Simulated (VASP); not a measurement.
A run of VASP 6.6.1 is set up as follows.

Contents of INCAR:

```
SYSTEM = Bi
PREC = Accurate
ENCUT = 520
EDIFF = 1E-6
ISMEAR = -1
SIGMA = 0.05
LREAL = .False.
LASPH = .True.
NELM = 80
ALGO = Fast
ISIF = 2
LWAVE = .False.
LCHARG = .False.
GGA = PE
NBANDS = 22
```

Contents of KPOINTS:

```
regular mesh
0
Gamma
  6 6 9
  0 0 0
```

File POSCAR:

```
Bi
1.0
    3.5117019713     -3.1533241543      0.0000000000
    3.5117019713      3.1533241543      0.0000000000
   -1.2685811704      0.0000000000      3.1341701374
Bi
2
Direct
    0.7530610000      0.7530610000      0.8573820000
    0.2469390000      0.2469390000      0.1426180000
```

Potentials or basis: VASP PAW PBE potentials, release 64 (Bi_d).

Command:

```sh
$ cat potpaw_PBE.64/Bi_d/POTCAR > POTCAR
$ mpirun -np 1 vasp_std > vasp.out
```

Estimate the pressure.

-0.9 GPa.

What does it give for the band gap on the k mesh?

Zero (band 15 reaches 9.64 eV, above the bottom of band 16 at 4.89 eV).

Forces on the atoms (eV/Å):
```
Bi   0.059  0.000  0.030
Bi  -0.059  0.000 -0.030
```

Caveat: spin-orbit coupling is left out, which moves the levels of the heavy elements.
